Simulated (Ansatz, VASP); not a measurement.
One calculation of Lu, two programs

INCAR

```
SYSTEM = Lu
PREC = Accurate
ENCUT = 520
EDIFF = 1E-7
ISMEAR = -1
SIGMA = 0.05
LREAL = .FALSE.
LASPH = .TRUE.
NELM = 60
ALGO = Normal
ISIF = 2
LWAVE = .FALSE.
LCHARG = .TRUE.
GGA = PE
LELF = .TRUE.
LVHAR = .TRUE.
NBANDS = 32
```

KPOINTS

```
regular mesh
0
G
  15 15 15
  0 0 0
```

POSCAR

```
Lu
1.0
   -2.9119513394      2.9119513394      1.5808047781
    2.9119513394     -2.9119513394      1.5808047781
    2.9119513394      2.9119513394     -1.5808047781
Lu
2
Direct
   -0.3750000000     -0.1250000000     -0.2500000000
    0.3750000000      0.1250000000      0.2500000000
```

Input for Ansatz:

```yaml
crystal:
  lattice:
    - [-2.9119513394, 2.9119513394, 1.5808047781]
    - [2.9119513394, -2.9119513394, 1.5808047781]
    - [2.9119513394, 2.9119513394, -1.5808047781]
  atoms:
    - { symbol: Lu, position: [-0.375, -0.125, -0.25] }
    - { symbol: Lu, position: [0.375, 0.125, 0.25] }
kpoints:
  mp_grid: { grid: [15, 15, 15] }
scf:
  occupations: { method: fermi_dirac, width: 0.05 }
hamiltonian:
  xc: pbe
  pseudopotentials: { kind: paw }
output:
  forces: true
  stress: true
  eigenvalues: true
  populations: true
  write_density: true
  write_potential: true
  elf: true
  volumetric_format: npy
```

Change from the starting cell: volume scaled by 0.88, PAW files.

Alike in both runs: task single point; functional PBE; k mesh 15 × 15 × 15; occupations fermi-dirac, width 0.05 eV; no spin polarisation.

```csv
,VASP,Ansatz
version,VASP 6.6.1,Ansatz 0.2.0
potentials or method,"VASP PAW PBE potentials, release 64 (Lu)","PAW with Ansatz's default frozen-core files, scalar-relativistic"
plane-wave cutoff (eV),520,420
valence electrons in the cell,50,50
```

```tsv
	VASP	Ansatz	Ansatz less VASP
pressure (GPa)	5.8	5.6	-0.19
```

With one functional, cell and mesh, what is left measures potentials, basis and numerics.

Neither program's run includes spin-orbit coupling.
